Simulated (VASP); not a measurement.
# TiB2 (P6/mmm) in VASP: notebook

TiB2 is run at these levels: PBEsol; tasks: single point.

All numbers are computed with VASP 6.6.1; they aren't measurements. Logs are shortened: lines on timing, memory, paths and dates and some standing lists are left out, and cuts for length are marked.

## Step 1: The cell of the first run

The structure is hexagonal, space group P6/mmm (No. 191). The conventional cell has a = 2.906 Å, b = 2.906 Å, c = 3.022 Å, α = 90.00°, β = 90.00°, γ = 120.00°. Ti (site symmetry 6/mmm) has 12 B at 2.26 Å and 8 Ti at 2.91 to 3.02 Å within 3.1 Å. B (site symmetry -6m2) has 3 B at 1.68 Å and 6 Ti at 2.26 Å within 2.3 Å.

## Step 2: Single point, PBEsol (7.37 Å³/atom)

INCAR reads:

```
ALGO = Normal ; EDIFF = 1E-6
ENCUT = 520 ; GGA = PS
ISIF = 2 ; ISMEAR = 0
LASPH = True ; LCHARG = False
LREAL = False ; LWAVE = False
NBANDS = 16 ; NELM = 60
PREC = Accurate ; SIGMA = 0.1
```

KPOINTS reads:

```
k-points
0
Gamma
  18 18 14
```

POSCAR reads:

```
TiB2
1.0
    2.9060626649      0.0000000000      0.0000000000
   -1.4530313325      2.5167240928      0.0000000000
    0.0000000000      0.0000000000      3.0220484113
Ti B
1 2
Direct
    0.0000000000      0.0000000000      0.0000000000
    0.3333333333      0.6666666667      0.5000000000
    0.6666666667      0.3333333333      0.5000000000
```

Potentials or basis: VASP PAW PBE potentials, release 64 (Ti_sv, B).

Run with:

```
> cat potpaw_PBE.64/Ti_sv/POTCAR potpaw_PBE.64/B/POTCAR > POTCAR
> mpirun -np 1 vasp_std > vasp.out
```

OUTCAR:

```text
EDIFF = 1E-6
   ENCUT = 520
   GGA = PS
   ISIF = 2
   ISMEAR = 0
   LASPH = True
   LREAL = False
   NELM = 60
   PREC = Accurate

 ion  position               nearest neighbor table
   1  0.000  0.000  0.000-   2 2.26   3 2.26   2 2.26   3 2.26   3 2.26   3 2.26   2 2.26   2 2.26
                             3 2.26   3 2.26   2 2.26   2 2.26
   2  0.333  0.667  0.500-   3 1.68   3 1.68   3 1.68   1 2.26   1 2.26   1 2.26   1 2.26   1 2.26
                             1 2.26
   3  0.667  0.333  0.500-   2 1.68   2 1.68   2 1.68   1 2.26   1 2.26   1 2.26   1 2.26   1 2.26
                             1 2.26

  LATTYP: Found a hexagonal cell.
 ALAT       =     2.9060626649
 C/A-ratio  =     1.0399116467

  Lattice vectors:

 A1 = (   2.9060626649,   0.0000000000,   0.0000000000)
 A2 = (  -1.4530313325,   2.5167240928,   0.0000000000)
 A3 = (   0.0000000000,   0.0000000000,   3.0220484113)

Analysis of symmetry for initial positions (statically):
=====================================================================
 Subroutine PRICEL returns:
 Original cell was already a primitive cell.

 Routine SETGRP: Setting up the symmetry group for a
 hexagonal supercell.

 Subroutine GETGRP returns: Found 24 space group operations
 (whereof 24 operations were pure point group operations)
 out of a pool of 24 trial point group operations.

The static configuration has the point symmetry D_6h.

Analysis of symmetry for dynamics (positions and initial velocities):
=====================================================================
 Subroutine PRICEL returns:
 Original cell was already a primitive cell.

 Routine SETGRP: Setting up the symmetry group for a
 hexagonal supercell.

 Subroutine GETGRP returns: Found 24 space group operations
 (whereof 24 operations were pure point group operations)
 out of a pool of 24 trial point group operations.

The dynamic configuration has the point symmetry D_6h.

 Subroutine INISYM returns: Found 24 space group operations
 (whereof 24 operations are pure point group operations),
 and found     1 'primitive' translations

----------------------------------------------------------------------------------------

                                     Primitive cell

  volume of cell :      22.1025

  direct lattice vectors                    reciprocal lattice vectors
     2.906062665  0.000000000  0.000000000     0.344108203  0.198670963  0.000000000
    -1.453031332  2.516724093  0.000000000     0.000000000  0.397341927  0.000000000
     0.000000000  0.000000000  3.022048411     0.000000000  0.000000000  0.330901383

  length of vectors
     2.906062665  2.906062665  3.022048411     0.397341927  0.397341927  0.330901383

  position of ions in fractional coordinates (direct lattice)
     0.000000000  0.000000000  0.000000000
     0.333333333  0.666666667  0.500000000
     0.666666667  0.333333333  0.500000000

  ion indices of the primitive-cell ions
   primitive index   ion index
                 1           1
                 2           2
                 3           3

----------------------------------------------------------------------------------------

 KPOINTS: k-points

Automatic generation of k-mesh.
 Grid dimensions read from file:
 generate k-points for:   18   18   14

 Generating k-lattice:

  Cartesian coordinates                     Fractional coordinates (reciprocal lattice)
     0.019117122  0.011037276  0.000000000     0.055555556  0.000000000  0.000000000
     0.000000000  0.022074551  0.000000000     0.000000000  0.055555556  0.000000000
     0.000000000  0.000000000  0.023635813     0.000000000  0.000000000  0.071428571

  Length of vectors
     0.022074551  0.022074551  0.023635813

  Shift w.r.t. Gamma in fractional coordinates (k-lattice)
     0.000000000  0.000000000  0.000000000

 Subroutine IBZKPT returns following result:
 ===========================================

 Found    296 irreducible k-points:

 Following reciprocal coordinates:
            Coordinates               Weight
  0.000000  0.000000  0.000000      1.000000
  0.055556  0.000000  0.000000      6.000000
  0.111111  0.000000  0.000000      6.000000
  0.166667  0.000000  0.000000      6.000000
  0.222222  0.000000  0.000000      6.000000
  0.277778  0.000000  0.000000      6.000000
[... 16 lines left out ...]
  0.333333  0.111111  0.000000     12.000000
  0.388889  0.111111  0.000000     12.000000
 [... further k-points ...]
   k-points           NKPTS =    296   k-points in BZ     NKDIM =    296   number of bands    NBANDS=     16
   number of dos      NEDOS =    301   number of ions     NIONS =      3
   total plane-waves  NPLWV =  13824
   dimension x,y,z NGX =    24 NGY =   24 NGZ =   24
   dimension x,y,z NGXF=    48 NGYF=   48 NGZF=   48
   ions per type =               1   2
   NGX,Y,Z   is equivalent  to a cutoff of  13.73, 13.73, 13.20 a.u.
   NGXF,Y,Z  is equivalent  to a cutoff of  27.46, 27.46, 26.41 a.u.
 SYSTEM =  unknown system
   PREC   = accura    normal or accurate (medium, high low for compatibility)
   ISTART =      0    job   : 0-new  1-cont  2-samecut
   ICHARG =      2    charge: 1-file 2-atom 10-const
   ISPIN  =      1    spin polarized calculation?
   LNONCOLLINEAR =      F non collinear calculations
   LSORBIT =      F    spin-orbit coupling
   LASPH  =      T    aspherical Exc in radial PAW
   ENCUT  =  520.0 eV  38.22 Ry    6.18 a.u.   5.40  5.40  5.62*2*pi/ulx,y,z
   NELM   =     60;   NELMIN=  2; NELMDL= -5     # of ELM steps
   EDIFF  = 0.1E-05   stopping-criterion for ELM
   LREAL  =      F    real-space projection
   EDIFFG = 0.1E-04   stopping-criterion for IOM
   NSW    =      0    number of steps for IOM
   IBRION =     -1    ionic relax: 0-MD 1-quasi-New 2-CG
   NFREE  =      0    steps in history (QN), initial steepest desc. (CG)
   ISIF   =      2    stress and relaxation
   ISYM   =      2    0-nonsym 1-usesym 2-fastsym
   POTIM  = 0.5000    time-step for ionic-motion
   TEBEG  =    0.0;   TEEND  =   0.0 temperature during run
   PSTRESS=    0.0 pullay stress
   NELECT =      18.0000    total number of electrons
   NUPDOWN=      -1.0000    fix difference up-down
   EMIN   =  10.00;   EMAX   =-10.00  energy-range for DOS
   EFERMI =   0.00;   METHOD = LEGACY
   ISMEAR =     0;   SIGMA  =   0.10  broadening in eV -4-tet -1-fermi 0-gaus
   EFERMI_NEDOS =   21; number of points for ismear=-14 and -15
   IALGO  =     38    algorithm
   IMIX   =      4    mixing-type and parameters
     AMIX     =   0.40;   BMIX     =  1.00
     AMIX_MAG =   1.60;   BMIX_MAG =  1.00
  volume/ion in A,a.u.               =       7.37        49.72
  Fermi-wavevector in a.u.,A,eV,Ry     =   1.528803  2.889020 31.800082  2.337240
  Thomas-Fermi vector in A             =   2.636512
   LORBIT       =      0    0 simple, 1 ext, 2 COOP (PROOUT), +10 PAW based schemes
   GGA     = PS    functional components
   LHFCALC =     F    Hartree Fock is set to
   AEXX    =    0.0000 exact exchange contribution
   IVDW    =     0    specifies the selected vdW correction
   LEPSILON=     F    determine dielectric tensor
   LRPA    =     F    only Hartree local field effects (RPA)
 non-spin polarized calculation
 Gauss-broadening in eV      SIGMA  =   0.10
  energy-cutoff  :      520.00
  volume of cell :       22.10
 maximum number of plane-waves:       623
 NGX is ok and might be reduce to    24
   NGX = 11   NGY = 11   NGZ = 11

 number of electron      17.9999996 magnetization

 Free energy of the ion-electron system (eV)
  ---------------------------------------------------
  ext. energy  EPLUGINS =         0.00000000
  ---------------------------------------------------
  free energy    TOTEN  =       -25.41935507 eV

  energy without entropy =      -25.41780381  energy(sigma->0) =      -25.41857944

 E-fermi :  11.6374     XC(G=0): -13.6123

 val. band max:       11.6253047125   @ k =   0.0556   0.0000   0.4286
 cond. band min:      11.6670373907   @ k =   0.0556   0.0556   0.2857
 fundamental gap:      0.0417326782
 Fermi energy:        11.6374041389

 k-point     1 :       0.0000    0.0000    0.0000
  band No.  band energies     occupation
      1     -44.6847      2.00000
      2     -21.1563      2.00000
      3     -20.7626      2.00000
      4     -20.7626      2.00000
      5      -2.6101      2.00000
      6       8.4982      2.00000
[... 8 lines left out ...]
     15      17.8882      0.00000
     16      19.4736      0.00000

 k-point     2 :       0.0556    0.0000    0.0000
  band No.  band energies     occupation
      1     -44.6818      2.00000
      2     -21.1528      2.00000
      3     -20.7834      2.00000
      4     -20.7672      2.00000
      5      -2.5432      2.00000
      6       8.3270      2.00000
[... 8 lines left out ...]
     15      18.4050      0.00000
     16      19.6759      0.00000

 k-point     3 :       0.1111    0.0000    0.0000
  band No.  band energies     occupation
      1     -44.6733      2.00000
      2     -21.1427      2.00000
      3     -20.8431      2.00000
      4     -20.7804      2.00000
      5      -2.3454      2.00000
      6       7.8486      2.00000
[... 8 lines left out ...]
     15      19.4610      0.00000
     16      20.2690      0.00000

 k-point     4 :       0.1667    0.0000    0.0000
  band No.  band energies     occupation
      1     -44.6604      2.00000
      2     -21.1272      2.00000
      3     -20.9336      2.00000
      4     -20.8007      2.00000
      5      -2.0241      2.00000
      6       7.1535      2.00000
[... 8 lines left out ...]
     15      20.7423      0.00000
     16      20.8874      0.00000
[... 324 lines left out ...]
 k-point    22 :       0.2778    0.1111    0.0000
  band No.  band energies     occupation
      1     -44.6072      2.00000
      2     -21.2606      2.00000
      3     -21.0635      2.00000
      4     -20.9156      2.00000
      5      -0.2630      2.00000
      6       4.6200      2.00000
[... 8 lines left out ...]
     15      21.1174      0.00000
     16      22.3897      0.00000

 k-point    23 :       0.3333    0.1111    0.0000
  band No.  band energies     occupation
      1     -44.5948      2.00000
      2     -21.3342      2.00000
      3     -21.0488      2.00000
      4     -20.9413      2.00000
      5       0.4247      2.00000
      6       3.7579      2.00000
[... 8 lines left out ...]
     15      20.9899      0.00000
     16      22.2981      0.00000

 k-point    24 :       0.3889    0.1111    0.0000
  band No.  band energies     occupation
      1     -44.5868      2.00000
      2     -21.3818      2.00000
      3     -21.0391      2.00000
      4     -20.9581      2.00000
      5       1.1613      2.00000
      6       2.9113      2.00000
[... 8 lines left out ...]
     15      20.8097      0.00000
     16      22.2684      0.00000

 [... further k-points ...]

------------------------ aborting loop because EDIFF is reached ----------------------------------------

  FORCE on cell =-STRESS in cart. coord.  units (eV):
  Direction    XX          YY          ZZ          XY          YZ          ZX
  --------------------------------------------------------------------------------------
  -------------------------------------------------------------------------------------
  Total        6.0108103      6.0108103      5.9725972     -0.0000000      0.0000000      0.0000000
  in kB      435.7140933    435.7140933    432.9440853     -0.0000000      0.0000000      0.0000000
  external PRESSURE =     434.7907573 kB  Pullay stress =       0.0000000 kB

 VOLUME and BASIS-vectors are now :
 -----------------------------------------------------------------------------
  energy-cutoff  :      520.00
  volume of cell :       22.10
      direct lattice vectors                 reciprocal lattice vectors
     2.906062665  0.000000000  0.000000000     0.344108203  0.198670963  0.000000000
    -1.453031332  2.516724093  0.000000000     0.000000000  0.397341927  0.000000000
     0.000000000  0.000000000  3.022048411     0.000000000  0.000000000  0.330901383

 POSITION                                       TOTAL-FORCE (eV/Angst)
 -----------------------------------------------------------------------------------
      0.00000      0.00000      0.00000         0.000000      0.000000      0.000000
     -0.00000      1.67782      1.51102         0.000000     -0.000000     -0.000000
      1.45303      0.83891      1.51102        -0.000000      0.000000      0.000000
 -----------------------------------------------------------------------------------
    total drift:                               -0.000000      0.000000      0.000000

  FREE ENERGIE OF THE ION-ELECTRON SYSTEM (eV)
  ---------------------------------------------------
  free  energy   TOTEN  =       -25.4193550742 eV

  energy  without entropy=      -25.4178038142  energy(sigma->0) =      -25.41857944
```

Run time: 83 s. Hardware: 1 thread of Intel Xeon 8259CL, shared host; peak memory 0.22 GiB.

Results:

| Quantity | Value |
| --- | --- |
| Free energy | -25.4194 eV |
| Pressure | 43.5 GPa |
| Band gap on the k mesh | zero (bands 9 and 10 overlap by 0.76 eV) |

Caveat: the cell stands under pressure; the PAW data sets were made with another functional, which shifts forces and pressure a little.

## Step 3: Single point, PBEsol (7.62 Å³/atom)

This run uses another cell than the first one, of 7.62 Å³/atom.

INCAR reads:

```
SYSTEM = TiB2
PREC = Accurate ; ENCUT = 520
EDIFF = 1E-6 ; ISMEAR = 0
SIGMA = 0.1 ; LREAL = .False.
LASPH = .True. ; NELM = 60
ALGO = Normal ; ISIF = 2
LWAVE = .False. ; LCHARG = .False.
GGA = PS ; NBANDS = 16
```

KPOINTS reads:

```
Automatic mesh
0
Gamma
  18 18 14
  0 0 0
```

POSCAR reads:

```
TiB2
1.0
    2.9347514791      0.0000000000      0.0000000000
   -1.4673757396      2.5415693347      0.0000000000
    0.0000000000      0.0000000000      3.0642728055
Ti B
1 2
Direct
    0.0000000000      0.0000000000      0.0000000000
    0.3333333333      0.6666666667      0.5000000000
    0.6666666667      0.3333333333      0.5000000000
```

Potentials or basis: VASP PAW PBE potentials, release 64 (Ti_sv, B).

Run with:

```
> cat potpaw_PBE.64/Ti_sv/POTCAR potpaw_PBE.64/B/POTCAR > POTCAR
> mpirun -np 1 vasp_std > vasp.out
```

It took 84 s on 1 thread of Intel Xeon 8259CL, shared host; peak memory 0.22 GiB.

The run converged. Its results:

* Free energy: -25.5922 eV
* Pressure: 30.2 GPa
* Band gap on the k mesh: zero (bands 9 and 10 overlap by 0.72 eV)

Stress tensor (GPa, compression positive):
```
30.36  0.00  0.00
 0.00 30.36  0.00
 0.00  0.00 29.99
```

Levels at points of the mesh, in eV from the Fermi level:
| k point | band 5 | band 6 | band 7 | band 8 | band 9 | band 10 | band 11 | band 12 | band 13 | band 14 |
| --- | --- | --- | --- | --- | --- | --- | --- | --- | --- | --- |
| (0.00, 0.00, 0.00) | -14.09 | -3.03 | -3.03 | -2.43 | -2.10 | 2.24 | 2.24 | 4.37 | 4.37 | 6.11 |
| (0.50, 0.00, 0.00) | -9.96 | -9.40 | -3.49 | -3.45 | -2.65 | 1.59 | 3.14 | 3.74 | 3.83 | 8.28 |
| (0.00, 0.00, 0.50) | -11.68 | -8.10 | -0.63 | -0.63 | -0.38 | -0.38 | 0.46 | 0.46 | 2.19 | 6.77 |
| (0.50, 0.00, 0.50) | -10.26 | -7.70 | -5.19 | -4.29 | -3.18 | 3.07 | 3.39 | 5.44 | 5.51 | 6.06 |

Caveat: the cell stands under pressure; the PAW data sets were made with another functional, which shifts forces and pressure a little.

## Step 4: Single point, PBEsol (7.87 Å³/atom)

This run uses another cell than the first one, of 7.87 Å³/atom.

INCAR reads:

```
SYSTEM = TiB2
PREC = Accurate
ENCUT = 520
EDIFF = 1E-6
ISMEAR = 0
SIGMA = 0.1
LREAL = .False.
LASPH = .True.
NELM = 60
ALGO = Normal
ISIF = 2
LWAVE = .False.
LCHARG = .False.
GGA = PS
NBANDS = 16
```

KPOINTS is that of step 3.

POSCAR reads:

```
TiB2
1.0
    2.9630680250      0.0000000000      0.0000000000
   -1.4815340125      2.5660921828      0.0000000000
    0.0000000000      0.0000000000      3.1050836518
Ti B
1 2
Direct
    0.0000000000      0.0000000000      0.0000000000
    0.3333333333      0.6666666667      0.5000000000
    0.6666666667      0.3333333333      0.5000000000
```

Run with:

```
> cat potpaw_PBE.64/Ti_sv/POTCAR potpaw_PBE.64/B/POTCAR > POTCAR
> mpirun -np 1 vasp_std > vasp.out
```

Wall time 76 s (1 thread of Intel Xeon 8259CL, shared host); peak memory 0.23 GiB.

Results (log left out):

| Item | Value |
| --- | --- |
| Free energy | -25.7071 eV |
| Pressure | 18.8 GPa |
| Band gap on the k mesh | zero (bands 9 and 10 overlap by 0.69 eV) |

Stress tensor (GPa, compression positive):
```
18.87  0.00  0.00
 0.00 18.87  0.00
 0.00  0.00 18.63
```

Levels at points of the mesh, in eV from the Fermi level:
| k point | band 6 | band 7 | band 8 | band 9 | band 10 | band 11 | band 12 | band 13 |
| --- | --- | --- | --- | --- | --- | --- | --- | --- |
| (0.00, 0.00, 0.00) | -2.93 | -2.93 | -2.35 | -2.15 | 2.13 | 2.13 | 4.17 | 4.17 |
| (0.50, 0.00, 0.00) | -9.36 | -3.44 | -3.38 | -2.56 | 1.51 | 3.01 | 3.58 | 3.70 |
| (0.00, 0.00, 0.50) | -7.97 | -0.62 | -0.62 | -0.35 | -0.35 | 0.44 | 0.44 | 2.04 |
| (0.50, 0.00, 0.50) | -7.66 | -5.05 | -4.17 | -3.19 | 2.90 | 3.24 | 5.20 | 5.22 |

Caveat: the cell stands under pressure; the PAW data sets were made with another functional, which shifts forces and pressure a little.

## Step 5: Single point, PBEsol (8.12 Å³/atom)

This run uses another cell than the first one, of 8.12 Å³/atom.

INCAR: that of step 4 with these lines changed.

```diff
@@ -8,3 +8,3 @@
 LASPH = .True.
-NELM = 60
+NELM = 100
 ALGO = Normal
```

KPOINTS is that of step 4.

POSCAR reads:

```
TiB2
1.0
    2.9906145184      0.0000000000      0.0000000000
   -1.4953072592      2.5899481459      0.0000000000
    0.0000000000      0.0000000000      3.1454265960
Ti B
1 2
Direct
    0.0000000000      0.0000000000      0.0000000000
    0.3333333333      0.6666666667      0.5000000000
    0.6666666667      0.3333333333      0.5000000000
```

Run with:

```
> cat potpaw_PBE.64/Ti_sv/POTCAR potpaw_PBE.64/B/POTCAR > POTCAR
> mpirun -np 1 vasp_std > vasp.out
```

Run time: 74 s. Hardware: 1 thread of Intel Xeon 8259CL, shared host; peak memory 0.23 GiB.

The run converged. Its results:

| Quantity | Value |
| --- | --- |
| Free energy | -25.7718 eV |
| Pressure | 8.9 GPa |
| Band gap on the k mesh | zero (bands 9 and 10 overlap by 0.66 eV) |

Stress tensor (GPa, compression positive):
```
8.96 0.00 0.00
0.00 8.96 0.00
0.00 0.00 8.82
```

Levels at points of the mesh, in eV from the Fermi level:
```tsv
k point	band 6	band 7	band 8	band 9	band 10	band 11	band 12	band 13
(0.00, 0.00, 0.00)	-2.83	-2.83	-2.28	-2.20	2.02	2.02	3.99	3.99
(0.50, 0.00, 0.00)	-9.31	-3.39	-3.32	-2.47	1.43	2.89	3.43	3.58
(0.00, 0.00, 0.50)	-7.85	-0.60	-0.60	-0.32	-0.32	0.43	0.43	1.90
(0.50, 0.00, 0.50)	-7.62	-4.91	-4.06	-3.19	2.74	3.11	4.94	4.97
```

Caveat: the cell stands under pressure; the PAW data sets were made with another functional, which shifts forces and pressure a little.

## Step 6: The runs side by side

```csv
cell,gap on the mesh (eV),pressure (GPa)
"a = 2.906, b = 2.906, c = 3.022 Å, angles 90.0, 90.0, 120.0°, 3 atoms",none,43.5
"a = 2.935, b = 2.935, c = 3.064 Å, angles 90.0, 90.0, 120.0°, 3 atoms",none,30.2
"a = 2.963, b = 2.963, c = 3.105 Å, angles 90.0, 90.0, 120.0°, 3 atoms",none,18.8
"a = 2.991, b = 2.991, c = 3.145 Å, angles 90.0, 90.0, 120.0°, 3 atoms",none,8.9
```

Alike in all rows: task single point; level PBEsol; potentials or basis VASP PAW PBE potentials, release 64 (Ti_sv, B); no spin polarisation; k mesh 18 × 18 × 14; cutoff (eV) 520; smearing gaussian 0.1 eV.

Caveats: the cell stands under pressure; the PAW data sets were made with another functional, which shifts forces and pressure a little.

Absolute energies hang on the potentials; compare differences alone.
